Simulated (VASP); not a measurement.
Here is a VASP 6.6.1 calculation.

The input INCAR:

```
  PREC = Accurate
  ENCUT = 520
  EDIFF = 1E-7
  ISMEAR = 0
  SIGMA = 0.1
  LREAL = False
  LASPH = True
  NELM = 100
  ALGO = Normal
  ISIF = 2
  LWAVE = False
  LCHARG = False
  GGA = PE
  NBANDS = 26
```

The input KPOINTS:

```
regular mesh
0
Gamma
  6 6 2
```

File POSCAR:

```
LiBBr4
1.0
    4.3728867384      0.0000000026      0.0000000000
   -2.1864433714      3.7870310020      0.0000000000
    0.0000000000      0.0000000000     12.4600974045
Li B Br
1 1 4
Direct
    0.6666666667      0.3333333333      0.5000000000
    0.0000000000      0.0000000000      0.0000000000
    0.6666666667      0.3333333333      0.2028521451
    0.6666666667      0.3333333333      0.7971478549
    0.6666666667      0.3333333333      0.0000000000
    0.3333333333      0.6666666667      0.5000000000
```

Potentials or basis: VASP PAW PBE potentials, release 64 (Li_sv, B, Br).

The run is started by

```bash
$ cat potpaw_PBE.64/Li_sv/POTCAR potpaw_PBE.64/B/POTCAR potpaw_PBE.64/Br/POTCAR > POTCAR
$ mpirun -np 1 vasp_std > vasp.out
```

Problem. What does it give for the largest force?

Solution. 0.014 eV/Å.

Problem. Predict the band gap on the k mesh.

Solution. 1.30 eV (least direct gap 1.54 eV).

Forces on the atoms (eV/Å):
```
Li   0.000  0.000  0.000
B    0.000  0.000  0.000
Br   0.000  0.000  0.014
Br   0.000  0.000 -0.014
Br   0.000  0.000  0.000
Br   0.000  0.000  0.000
```

 A k mesh can miss the band edges.
